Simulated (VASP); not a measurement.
Crystal: Ga3Ir2.

```
CELL_PARAMETERS angstrom
4.59207 0.00000 0.00000
0.00000 4.59207 0.00000
0.00000 0.00000 4.59207
ATOMIC_POSITIONS crystal
Ga 0.00000 0.50000 0.50000
Ga 0.50000 0.00000 0.50000
Ga 0.50000 0.50000 0.00000
Ir 0.50000 0.50000 0.50000
Ir 0.00000 0.00000 0.00000
```

The cell was built from a structure type or drawn by symmetry, and may not be a known phase.

```yaml
Program: VASP 6.6.1
Task: relaxation of cell and atoms
Functional: PBE
Potentials_or_basis: VASP PAW PBE potentials, release 64 (Ga_d, Ir)
Cutoff: 600 eV
k_mesh: 4 × 4 × 4
Occupations: gaussian, width 0.1 eV
Spin: no spin polarisation
```

At the start: pressure 6.9 GPa; volume 19.37 Å³/atom.

Question: Where does the relaxation end?

Answer: Over 3 steps the energy falls by 25.2 meV/atom and the volume is 20.62 Å³/atom (+6.5 %); space group Pm-3m (No. 221, to 0.1 Å) before and after.

Step by step:
| step | energy change (eV) | largest force (eV/Å) | pressure (GPa) | volume (Å³) |
| --- | --- | --- | --- | --- |
| 1 | 0.0000 | 0.0000 | 6.86 | 96.83 |
| 2 | -0.0378 | 0.0000 | -4.58 | 108.93 |
| 3 | -0.1259 | 0.0000 | -0.05 | 103.12 |

Final structure:
```
CELL_PARAMETERS angstrom
4.68941 0.00000 0.00000
0.00000 4.68941 0.00000
0.00000 0.00000 4.68941
ATOMIC_POSITIONS crystal
Ga 0.00000 0.50000 0.50000
Ga 0.50000 0.00000 0.50000
Ga 0.50000 0.50000 0.00000
Ir 0.50000 0.50000 0.50000
Ir 0.00000 0.00000 0.00000
```
